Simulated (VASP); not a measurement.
Input of a VASP 6.6.1 run:

File INCAR:

```
ALGO = Normal
EDIFF = 1E-6
ENCUT = 520
GGA = PE
ISIF = 2
ISMEAR = 0
LASPH = T
LCHARG = F
LREAL = F
LWAVE = F
NBANDS = 14
NELM = 100
PREC = Accurate
SIGMA = 0.1
```

KPOINTS

```
k-points
0
Gamma
  22 22 22
```

File POSCAR:

```
BPt
1.0
    0.0000000000      2.2660499014      2.2660499014
    2.2660499014      0.0000000000      2.2660499014
    2.2660499014      2.2660499014      0.0000000000
B Pt
1 1
Direct
    0.5000000000      0.5000000000      0.5000000000
    0.0000000000      0.0000000000      0.0000000000
```

Potentials or basis: VASP PAW PBE potentials, release 64 (B, Pt).

The run is started by

```console
$ cat potpaw_PBE.64/B/POTCAR potpaw_PBE.64/Pt/POTCAR > POTCAR
$ mpirun -np 1 vasp_std > vasp.out
```

(1) Predict the pressure.

Results:

(1) -0.1 GPa.
